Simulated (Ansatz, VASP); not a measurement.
**PtSe2 in VASP and in Ansatz**

File INCAR:

```
ALGO     = Normal         # electronic algorithm
EDIFF    = 1E-7           # SCF threshold, eV
ENCUT    = 520            # plane-wave cutoff, eV
GGA      = PE             # functional
ISIF     = 2              # what is computed and relaxed
ISMEAR   = 0              # smearing method
LASPH    = True           # aspherical terms in the spheres
LCHARG   = True           # write CHGCAR
LELF     = True           # ELF
LREAL    = False          # projectors in reciprocal space
LVHAR    = True         
LWAVE    = False          # write WAVECAR
NBANDS   = 18             # bands
NELM     = 100            # most SCF steps
PREC     = Accurate       # precision mode
SIGMA    = 0.05           # smearing width, eV
```

The input KPOINTS:

```
k-points
0
Gamma
  12 12 4
```

POSCAR

```
PtSe2
1.0
    3.7516620337      0.0000000000      0.0000000000
   -1.8758310169      3.2490346276      0.0000000000
    0.0000000000      0.0000000000      6.5268785481
Pt Se
1 2
Direct
   -0.0395320237     -0.0197660119      0.0118706955
    0.3333333333      0.6666666667      0.2001869949
    0.6666666667      0.3333333333      0.7998130051
```

Input for Ansatz:

```yaml
crystal:
  lattice:
    - [3.7516620337, 0.0, 0.0]
    - [-1.8758310169, 3.2490346276, 0.0]
    - [0.0, 0.0, 6.5268785481]
  atoms:
    - { symbol: Pt, position: [-0.0395320237, -0.0197660119, 0.0118706955] }
    - { symbol: Se, position: [0.3333333333, 0.6666666667, 0.2001869949] }
    - { symbol: Se, position: [0.6666666667, 0.3333333333, 0.7998130051] }
basis:
  ecutwfc: 420
kpoints:
  mp_grid: { grid: [12, 12, 4] }
hamiltonian:
  xc: pbe
scf:
  occupations: { method: gaussian, width: 0.05 }
output:
  forces: true
  stress: true
  eigenvalues: true
```

Change from the starting cell: all Pt atoms moved +0.150 Å, as atom 1 towards its neighbour atom 2 (Se) at 2.530 Å.

Alike in both runs: task single point; functional PBE; k mesh 12 × 12 × 4; occupations gaussian, width 0.05 eV; no spin polarisation.

|  | VASP | Ansatz |
| --- | --- | --- |
| version | VASP 6.6.1 | Ansatz 0.2.0 |
| potentials or method | VASP PAW PBE potentials, release 64 (Pt, Se), cutoff 520 eV | scalar-relativistic, plane waves, PAW |
| valence electrons in the cell | 22 | 50 |

```csv
,VASP,Ansatz,Ansatz less VASP
gap on the k mesh at the Fermi level (eV),0.80,0.81,+0.010
least direct gap on the mesh (eV),1.01,1.02,+0.011
pressure (GPa),0.9,0.9,+0.03
"traceless stress, the component that is largest in VASP (GPa)",-0.95,-0.94,+0.009
rms of the force components (eV/Å),0.966,0.962,-0.0042
```

Atom by atom the forces differ by 0.004 eV/Å (rms over components). VASP's potentials hold 22 valence electrons a cell and Ansatz's 50, so a difference there can come from the potentials and not from the codes.

Neither program's run includes spin-orbit coupling.
